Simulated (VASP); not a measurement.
# C (C2/m) in VASP: notebook

C is run at these levels: LDA; tasks: single point.

Program: VASP 6.6.1. These are calculated values, not measurements. Logs are shortened: lines on timing, memory, paths and dates and some standing lists are left out, and cuts for length are marked.

**1. The cell of the first run**

The structure is monoclinic, space group C2/m (No. 12). Conventional cell: a = 4.254 Å, b = 2.456 Å, c = 3.635 Å, α = 90.00°, β = 112.96°, γ = 90.00°. Within 1.8 Å of C (site symmetry m) lie 1 C at 1.33 Å.

**2. Single point, LDA**

File INCAR:

```
PREC = Accurate
ENCUT = 520
EDIFF = 1E-6
ISMEAR = -1
SIGMA = 0.05
LREAL = F
LASPH = T
NELM = 100
ALGO = Normal
ISIF = 2
LWAVE = F
LCHARG = T
LELF = T
LVHAR = T
NBANDS = 11
```

File KPOINTS:

```
regular mesh
0
Gamma
  11 11 11
```

File POSCAR:

```
C
1.0
    1.2280287114      0.7090027071      3.3470114498
   -1.2280287114      0.7090027071      3.3470114498
    0.0000000000     -1.4180054142      3.3470114498
C
2
Direct
    1.4906274049      0.8465447441      0.8465435806
    0.1760395325      0.1534553699      0.1534562390
```

Potentials or basis: VASP PAW LDA potentials, release 64 (C).

Launch:

```bash
> cat potpaw_LDA.64/C/POTCAR > POTCAR
> mpirun -np 1 vasp_std > vasp.out
```

OUTCAR:

```text
PREC = Accurate
   ENCUT = 520
   EDIFF = 1E-6
   ISMEAR = -1
   LREAL = F
   LASPH = T
   NELM = 100
   ISIF = 2

 ion  position               nearest neighbor table
   1  0.491  0.847  0.847-   2 1.33   2 2.02   2 2.02
   2  0.176  0.153  0.153-   1 1.33   1 2.02   1 2.02

  LATTYP: Found a trigonal (rhomboedric) cell.
 ALAT       =     3.6350000000
 COS(alpha) =     0.7717355882

  Lattice vectors:

 A1 = (   1.2280287114,   0.7090027071,   3.3470114498)
 A2 = (  -1.2280287114,   0.7090027071,   3.3470114498)
 A3 = (   0.0000000000,  -1.4180054142,   3.3470114498)

Analysis of symmetry for initial positions (statically):
=====================================================================
 Subroutine PRICEL returns:
 Original cell was already a primitive cell.

 Routine SETGRP: Setting up the symmetry group for a
 trigonal (rhombohedral) supercell.

 Subroutine GETGRP returns: Found  4 space group operations
 (whereof  2 operations were pure point group operations)
 out of a pool of 12 trial point group operations.

The static configuration has the point symmetry C_1h.
 The point group associated with its full space group is C_2h.

Analysis of symmetry for dynamics (positions and initial velocities):
=====================================================================
 Subroutine PRICEL returns:
 Original cell was already a primitive cell.

 Routine SETGRP: Setting up the symmetry group for a
 trigonal (rhombohedral) supercell.

 Subroutine GETGRP returns: Found  4 space group operations
 (whereof  2 operations were pure point group operations)
 out of a pool of 12 trial point group operations.

The dynamic configuration has the point symmetry C_1h.
 The point group associated with its full space group is C_2h.

 Subroutine INISYM returns: Found  4 space group operations
 (whereof  2 operations are pure point group operations),
 and found     1 'primitive' translations

----------------------------------------------------------------------------------------

                                     Primitive cell

  volume of cell :      17.4850

  direct lattice vectors                    reciprocal lattice vectors
     1.228028711  0.709002707  3.347011450     0.407156604  0.235071975  0.099591333
    -1.228028711  0.709002707  3.347011450    -0.407156604  0.235071975  0.099591333
     0.000000000 -1.418005414  3.347011450     0.000000000 -0.470143950  0.099591333

  length of vectors
     3.635000000  3.635000000  3.635000000     0.480576495  0.480576495  0.480576495

  position of ions in fractional coordinates (direct lattice)
     0.490627405  0.846544744  0.846543581
     0.176039532  0.153455370  0.153456239

  ion indices of the primitive-cell ions
   primitive index   ion index
                 1           1
                 2           2

----------------------------------------------------------------------------------------

 KPOINTS: regular mesh

Automatic generation of k-mesh.
 Grid dimensions read from file:
 generate k-points for:   11   11   11

 Generating k-lattice:

  Cartesian coordinates                     Fractional coordinates (reciprocal lattice)
     0.037014237  0.021370180  0.009053758     0.090909091 -0.000000000 -0.000000000
    -0.037014237  0.021370180  0.009053758    -0.000000000  0.090909091 -0.000000000
     0.000000000 -0.042740359  0.009053758    -0.000000000 -0.000000000  0.090909091

  Length of vectors
     0.043688772  0.043688772  0.043688772

  Shift w.r.t. Gamma in fractional coordinates (k-lattice)
     0.000000000  0.000000000  0.000000000

 Subroutine IBZKPT returns following result:
 ===========================================

 Found    366 irreducible k-points:

 Following reciprocal coordinates:
            Coordinates               Weight
  0.000000  0.000000  0.000000      1.000000
  0.090909 -0.000000 -0.000000      2.000000
 -0.000000  0.090909 -0.000000      4.000000
  0.181818 -0.000000 -0.000000      2.000000
 -0.000000  0.181818 -0.000000      4.000000
  0.272727 -0.000000 -0.000000      2.000000
[... 16 lines left out ...]
  0.454545  0.090909  0.000000      4.000000
 -0.000000  0.454545  0.090909      4.000000
 [... further k-points ...]
   k-points           NKPTS =    366   k-points in BZ     NKDIM =    366   number of bands    NBANDS=     11
   number of dos      NEDOS =    301   number of ions     NIONS =      2
   total plane-waves  NPLWV =  21952
   dimension x,y,z NGX =    28 NGY =   28 NGZ =   28
   dimension x,y,z NGXF=    56 NGYF=   56 NGZF=   56
   ions per type =               2
   NGX,Y,Z   is equivalent  to a cutoff of  12.81, 12.81, 12.81 a.u.
   NGXF,Y,Z  is equivalent  to a cutoff of  25.61, 25.61, 25.61 a.u.
 SYSTEM =  unknown system
   PREC   = accura    normal or accurate (medium, high low for compatibility)
   ISTART =      0    job   : 0-new  1-cont  2-samecut
   ICHARG =      2    charge: 1-file 2-atom 10-const
   ISPIN  =      1    spin polarized calculation?
   LNONCOLLINEAR =      F non collinear calculations
   LSORBIT =      F    spin-orbit coupling
   LASPH  =      T    aspherical Exc in radial PAW
   ENCUT  =  520.0 eV  38.22 Ry    6.18 a.u.   6.76  6.76  6.76*2*pi/ulx,y,z
   NELM   =    100;   NELMIN=  2; NELMDL= -5     # of ELM steps
   EDIFF  = 0.1E-05   stopping-criterion for ELM
   LREAL  =      F    real-space projection
[... 7 lines left out ...]
   TEBEG  =    0.0;   TEEND  =   0.0 temperature during run
   PSTRESS=    0.0 pullay stress
   NELECT =       8.0000    total number of electrons
   NUPDOWN=      -1.0000    fix difference up-down
   EMIN   =  10.00;   EMAX   =-10.00  energy-range for DOS
   EFERMI =   0.00;   METHOD = LEGACY
   ISMEAR =    -1;   SIGMA  =   0.05  broadening in eV -4-tet -1-fermi 0-gaus
   EFERMI_NEDOS =   21; number of points for ismear=-14 and -15
   IALGO  =     38    algorithm
   IMIX   =      4    mixing-type and parameters
     AMIX     =   0.40;   BMIX     =  1.00
     AMIX_MAG =   1.60;   BMIX_MAG =  1.00
  volume/ion in A,a.u.               =       8.74        59.00
  Fermi-wavevector in a.u.,A,eV,Ry     =   1.261488  2.383867 21.651666  1.591353
  Thomas-Fermi vector in A             =   2.394945
   LORBIT       =      0    0 simple, 1 ext, 2 COOP (PROOUT), +10 PAW based schemes
   GGA     = CA    functional components
   LHFCALC =     F    Hartree Fock is set to
   AEXX    =    0.0000 exact exchange contribution
   IVDW    =     0    specifies the selected vdW correction
   LEPSILON=     F    determine dielectric tensor
   LRPA    =     F    only Hartree local field effects (RPA)
 non-spin polarized calculation
  energy-cutoff  :      520.00
  volume of cell :       17.48
 maximum number of plane-waves:       483
   NGX = 13   NGY = 13   NGZ = 13

 number of electron       8.0000000 magnetization

 Free energy of the ion-electron system (eV)
  ---------------------------------------------------
  ext. energy  EPLUGINS =         0.00000000
  ---------------------------------------------------
  free energy    TOTEN  =       -13.24575591 eV

  energy without entropy =      -13.23929851  energy(sigma->0) =      -13.24252721

 E-fermi :   4.1232     XC(G=0): -11.5530

 val. band max:        4.1197613257   @ k =  -0.2727  -0.4545   0.0000
 cond. band min:       4.1325677488   @ k =  -0.1818  -0.3636  -0.0909
 fundamental gap:      0.0128064231
 Fermi energy:         4.1231908317

 k-point     1 :       0.0000    0.0000    0.0000
  band No.  band energies     occupation
      1     -13.7407      2.00000
      2      -0.4045      2.00000
      3      -0.1924      2.00000
      4       6.1683      0.00000
      5       7.4234      0.00000
      6       9.0636      0.00000
      7      10.1581      0.00000
      8      22.6635      0.00000
      9      23.4971      0.00000
     10      25.7165      0.00000
     11      26.4097      0.00000

 k-point     2 :       0.0909   -0.0000   -0.0000
  band No.  band energies     occupation
      1     -13.5322      2.00000
      2      -0.6995      2.00000
      3       0.3666      2.00000
      4       5.0500      0.00000
      5       6.7874      0.00000
      6       9.6477      0.00000
      7      10.6621      0.00000
      8      21.5963      0.00000
      9      22.5064      0.00000
     10      25.0740      0.00000
     11      26.3796      0.00000

 k-point     3 :      -0.0000    0.0909   -0.0000
  band No.  band energies     occupation
      1     -13.5342      2.00000
      2      -0.5621      2.00000
      3       0.1963      2.00000
      4       5.3645      0.00000
      5       7.4397      0.00000
      6       8.3871      0.00000
      7      10.5285      0.00000
      8      22.2160      0.00000
      9      23.3646      0.00000
     10      25.2173      0.00000
     11      26.5387      0.00000

 k-point     4 :       0.1818   -0.0000   -0.0000
  band No.  band energies     occupation
      1     -12.9137      2.00000
      2      -0.8619      2.00000
      3       0.9913      2.00000
      4       3.2713      2.00000
      5       5.6614      0.00000
      6      10.1407      0.00000
      7      11.3697      0.00000
      8      19.1495      0.00000
      9      20.9927      0.00000
     10      24.7217      0.00000
     11      27.0654      0.00000
[... 239 lines left out ...]
 k-point    22 :      -0.0909   -0.3636    0.0000
  band No.  band energies     occupation
      1     -11.1752      2.00000
      2      -1.6701      2.00000
      3       0.4581      2.00000
      4       2.9172      2.00000
      5       5.2666      0.00000
      6       8.3636      0.00000
      7       8.8493      0.00000
      8      19.9312      0.00000
      9      20.4207      0.00000
     10      24.3351      0.00000
     11      25.9786      0.00000

 k-point    23 :       0.4545    0.0909    0.0000
  band No.  band energies     occupation
      1      -9.7580      2.00000
      2      -4.2072      2.00000
      3       0.8360      2.00000
      4       2.9420      2.00000
      5       4.1366      0.86622
      6      10.4412      0.00000
      7      11.0153      0.00000
      8      14.1941      0.00000
      9      19.9308      0.00000
     10      23.8648      0.00000
     11      27.7770      0.00000

 k-point    24 :      -0.0000    0.4545    0.0909
  band No.  band energies     occupation
      1      -9.9050      2.00000
      2      -3.6126      2.00000
      3       1.1139      2.00000
      4       2.5404      2.00000
      5       5.4770      0.00000
      6       7.7466      0.00000
      7       8.8290      0.00000
      8      17.4137      0.00000
      9      21.1992      0.00000
     10      23.3827      0.00000
     11      26.7081      0.00000

 [... further k-points ...]

------------------------ aborting loop because EDIFF is reached ----------------------------------------

  FORCE on cell =-STRESS in cart. coord.  units (eV):
  Direction    XX          YY          ZZ          XY          YZ          ZX
  --------------------------------------------------------------------------------------
  -------------------------------------------------------------------------------------
  Total        0.6582398      1.0061869     -3.3681699     -0.3013310     -1.6235346     -2.8120456
  in kB       60.3156290     92.1986101   -308.6311144    -27.6114716   -148.7672237   -257.6725017
  external PRESSURE =     -52.0389584 kB  Pullay stress =       0.0000000 kB

 VOLUME and BASIS-vectors are now :
 -----------------------------------------------------------------------------
  energy-cutoff  :      520.00
  volume of cell :       17.48
      direct lattice vectors                 reciprocal lattice vectors
     1.228028711  0.709002707  3.347011450     0.407156604  0.235071975  0.099591333
    -1.228028711  0.709002707  3.347011450    -0.407156604  0.235071975  0.099591333
     0.000000000 -1.418005414  3.347011450     0.000000000 -0.470143950  0.099591333

 POSITION                                       TOTAL-FORCE (eV/Angst)
 -----------------------------------------------------------------------------------
     -0.43708     -0.25234      7.30892         2.524393      1.457459      1.716306
      0.02773      0.01601      1.61644        -2.524393     -1.457459     -1.716306
 -----------------------------------------------------------------------------------
    total drift:                                0.000171     -0.000207      0.000587

  FREE ENERGIE OF THE ION-ELECTRON SYSTEM (eV)
  ---------------------------------------------------
  free  energy   TOTEN  =       -13.2457559114 eV

  energy  without entropy=      -13.2392985106  energy(sigma->0) =      -13.24252721
```

Run time: 50 s. Hardware: 1 thread of AMD EPYC 9R45 (Zen 5), shared host; peak memory 0.14 GiB.

What came out:

* Free energy: -13.2458 eV
* Pressure: -5.2 GPa
* Largest force: 3.383 eV/Å
* Band gap on the k mesh: zero (band 4 reaches 7.23 eV, above the bottom of band 5 at 2.97 eV)

Forces on the atoms (eV/Å):
```
C    2.524  1.457  1.716
C   -2.524 -1.457 -1.716
```

Stress tensor (GPa, compression positive):
```
  6.03  -2.76 -25.77
 -2.76   9.22 -14.88
-25.77 -14.88 -30.86
```

Levels at points of the mesh, in eV from the Fermi level:
| k point | band 1 | band 2 | band 3 | band 4 | band 5 | band 6 | band 7 | band 8 |
| --- | --- | --- | --- | --- | --- | --- | --- | --- |
| (0.00, 0.00, 0.00) | -17.86 | -4.53 | -4.32 | 2.05 | 3.30 | 4.94 | 6.03 | 18.54 |

Caveat: forces of over 1 eV/Å act on the atoms, so gaps and moduli don't describe the material at rest.

**3. Single point, LDA**

File INCAR:

```
SYSTEM = C
  ALGO = Normal
  EDIFF = 1E-6
  ENCUT = 520
  GGA = CA
  ISIF = 2
  ISMEAR = -1
  LASPH = .True.
  LCHARG = .True.
  LELF = .True.
  LREAL = .False.
  LVHAR = .True.
  LWAVE = .False.
  NBANDS = 11
  NELM = 80
  PREC = Accurate
  SIGMA = 0.05
```

File KPOINTS:

```
k-points
0
Gamma
  11 11 11
  0 0 0
```

File POSCAR:

```
C
1.0
    1.2280287114      0.7090027071      3.3470114498
   -1.2280287114      0.7090027071      3.3470114498
    0.0000000000     -1.4180054142      3.3470114498
C
2
Direct
    1.6788541553      0.8283072664      0.8283072994
    0.1544792855      0.1716922381      0.1716929221
```

Potentials or basis: VASP PAW LDA potentials, release 64 (C).

Launch:

```bash
> cat potpaw_LDA.64/C/POTCAR > POTCAR
> mpirun -np 1 vasp_std > vasp.out
```

It took 54 s on 1 thread of AMD EPYC 9R45 (Zen 5), shared host; peak memory 0.14 GiB.

Results (log left out):

```
Free energy            : -17.1908 eV
Pressure               : -8.1 GPa
Largest force          : 8.899 eV/Å
Band gap on the k mesh : zero (band 4 reaches 5.95 eV, above the bottom of band 5 at 3.26 eV)
```

Forces on the atoms (eV/Å):
```
C    4.716  2.723  7.038
C   -4.716 -2.723 -7.038
```

Stress tensor (GPa, compression positive):
```
 13.15   9.46 -23.61
  9.46   2.23 -13.63
-23.61 -13.63 -39.71
```

Levels at points of the mesh, in eV from the Fermi level:
```
           k point  band 2  band 3  band 4  band 5  band 6  band 7
(0.00, 0.00, 0.00)   -5.64   -2.87    0.31    1.45    5.46    9.49
```

Caveat: forces of over 1 eV/Å act on the atoms, so gaps and moduli don't describe the material at rest.

**4. Single point, LDA**

File INCAR:

```
SYSTEM = C
PREC = Accurate ; ENCUT = 520
EDIFF = 1E-6 ; ISMEAR = -1
SIGMA = 0.05 ; LREAL = .FALSE.
LASPH = .TRUE. ; NELM = 80
ALGO = Normal ; ISIF = 2
LWAVE = .FALSE. ; LCHARG = .FALSE.
NBANDS = 11
```

File KPOINTS:

```
regular mesh
0
G
  11 11 11
  0 0 0
```

File POSCAR:

```
C
1.0
    1.2280287114      0.7090027071      3.3470114498
   -1.2280287114      0.7090027071      3.3470114498
    0.0000000000     -1.4180054142      3.3470114498
C
2
Direct
    1.2811371076      0.8873873561      0.8873871020
    0.2188628921      0.1126129333      0.1126125867
```

Launch:

```bash
> cat potpaw_LDA.64/C/POTCAR > POTCAR
> mpirun -np 1 vasp_std > vasp.out
```

Run time: 58 s. Hardware: 1 thread of Intel Xeon Platinum 8488C (Sapphire Rapids), shared host; peak memory 0.17 GiB.

The run converged. Its results:

| Item | Value |
| --- | --- |
| Free energy | -12.4466 eV |
| Pressure | -9.4 GPa |
| Largest force | 0.584 eV/Å |
| Band gap on the k mesh | zero (band 4 reaches 7.09 eV, above the bottom of band 5 at 2.17 eV) |

Forces in eV/Å, atoms in the order of the input:
```
C    0.285  0.165  0.483
C   -0.285 -0.165 -0.483
```

Stress tensor (GPa, compression positive):
```
 -8.17  -6.68   2.67
 -6.68  -0.46   1.54
  2.67   1.54 -19.63
```

Levels at points of the mesh, in eV from the Fermi level:
```tsv
k point	band 1	band 2	band 3	band 4	band 5	band 6	band 7	band 8
(0.00, 0.00, 0.00)	-17.28	-6.28	-4.51	2.74	2.77	6.42	7.28	16.31
```

**5. Single point, LDA**

File INCAR:

```
ALGO = Normal
EDIFF = 1E-6
ENCUT = 520
GGA = CA
ISIF = 2
ISMEAR = -1
LASPH = True
LCHARG = False
LREAL = False
LWAVE = False
NBANDS = 11
NELM = 80
PREC = Accurate
SIGMA = 0.05
```

File KPOINTS:

```
k-points
0
Gamma
  11 11 11
```

File POSCAR:

```
C
1.0
    1.2280287114      0.7090027071      3.3470114498
   -1.2280287114      0.7090027071      3.3470114498
    0.0000000000     -1.4180054142      3.3470114498
C
2
Direct
    1.4929237831      0.8459299526      0.8459295135
    0.1737426475      0.1540704690      0.1540702066
```

Launch:

```bash
> cat potpaw_LDA.64/C/POTCAR > POTCAR
> mpirun -np 1 vasp_std > vasp.out
```

It took 58 s on 1 thread of Intel Xeon Platinum 8488C (Sapphire Rapids), shared host; peak memory 0.17 GiB.

The run converged. Its results:

| Property | Result |
| --- | --- |
| Free energy | -13.2827 eV |
| Pressure | -5.3 GPa |
| Largest force | 3.493 eV/Å |
| Band gap on the k mesh | zero (band 4 reaches 7.25 eV, above the bottom of band 5 at 2.96 eV) |

Forces in eV/Å, atoms in the order of the input:
```
C    2.589  1.495  1.806
C   -2.589 -1.495 -1.806
```

Stress tensor (GPa, compression positive):
```
  6.48  -2.25 -26.22
 -2.25   9.08 -15.14
-26.22 -15.14 -31.56
```

Levels at points of the mesh, in eV from the Fermi level:
| k point | band 1 | band 2 | band 3 | band 4 | band 5 | band 6 | band 7 | band 8 |
| --- | --- | --- | --- | --- | --- | --- | --- | --- |
| (0.00, 0.00, 0.00) | -17.88 | -4.54 | -4.27 | 1.96 | 3.32 | 5.01 | 5.97 | 18.49 |

Caveat: forces of over 1 eV/Å act on the atoms, so gaps and moduli don't describe the material at rest.

**6. Single point, LDA**

File INCAR:

```
SYSTEM = C
PREC     = Accurate       ! precision mode
ENCUT    = 520            ! plane-wave cutoff, eV
EDIFF    = 1E-6           ! SCF threshold, eV
ISMEAR   = -1             ! smearing method
SIGMA    = 0.05           ! smearing width, eV
LREAL    = .FALSE.        ! projectors in reciprocal space
LASPH    = .TRUE.         ! aspherical terms in the spheres
NELM     = 80             ! most SCF steps
ALGO     = Normal         ! electronic algorithm
ISIF     = 2              ! what is computed and relaxed
LWAVE    = .FALSE.        ! write WAVECAR
LCHARG   = .TRUE.         ! write CHGCAR
LELF     = .TRUE.         ! ELF
LVHAR    = .TRUE.       
NBANDS   = 11             ! bands
```

File KPOINTS:

```
regular mesh
0
G
  11 11 11
  0 0 0
```

File POSCAR:

```
C
1.0
    1.2280287114      0.7090027071      3.3470114498
   -1.2280287114      0.7090027071      3.3470114498
    0.0000000000     -1.4180054142      3.3470114498
C
2
Direct
    1.6797549205      0.8281893258      0.8281895458
    0.1535786199      0.1718102783      0.1718107753
```

Potentials or basis: VASP PAW LDA potentials, release 64 (C).

Launch:

```bash
> cat potpaw_LDA.64/C/POTCAR > POTCAR
> mpirun -np 1 vasp_std > vasp.out
```

Wall time 60 s (1 thread of Intel Xeon Platinum 8488C (Sapphire Rapids), shared host); peak memory 0.17 GiB.

It converged, with:

- Free energy: -17.2377 eV
- Pressure: -8.2 GPa
- Largest force: 8.843 eV/Å
- Band gap on the k mesh: zero (band 4 reaches 5.89 eV, above the bottom of band 5 at 3.25 eV)

Forces on the atoms (eV/Å):
```
C    4.660  2.691  7.017
C   -4.660 -2.691 -7.017
```

Stress tensor (GPa, compression positive):
```
 12.83   9.53 -23.11
  9.53   1.83 -13.34
-23.11 -13.34 -39.23
```

Levels at points of the mesh, in eV from the Fermi level:
```csv
k point,band 1,band 2,band 3,band 4,band 5,band 6,band 7,band 8,band 9
"(0.00, 0.00, 0.00)",-18.89,-5.67,-2.89,0.32,1.37,5.48,9.50,13.92,14.61
```

Caveat: forces of over 1 eV/Å act on the atoms, so gaps and moduli don't describe the material at rest.
